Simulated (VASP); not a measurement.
Input of a VASP 6.6.1 run:

File INCAR:

```
ALGO = Normal ; EDIFF = 1E-7
ENCUT = 520 ; ISIF = 2
ISMEAR = -1 ; LASPH = True
LCHARG = False ; LREAL = False
LWAVE = False ; NBANDS = 11
NELM = 80 ; PREC = Accurate
SIGMA = 0.08
```

The input KPOINTS:

```
k-points
0
Gamma
  12 12 12
```

Contents of POSCAR:

```
Ca
1.0
    0.0000000000      2.0471684087      2.0471684087
    2.0471684087      0.0000000000      2.0471684087
    2.0471684087      2.0471684087      0.0000000000
Ca
1
Direct
    0.0000000000      0.0000000000      0.0000000000
```

Potentials or basis: VASP PAW LDA potentials, release 64 (Ca_sv).

Command:

```console
$ cat potpaw_LDA.64/Ca_sv/POTCAR > POTCAR
$ mpirun -np 1 vasp_std > vasp.out
```

Question: Predict the pressure.

Answer: 45.6 GPa.

Question: What does it give for the band gap on the k mesh?

Answer: Zero (band 5 reaches 7.10 eV, above the bottom of band 6 at 5.84 eV).
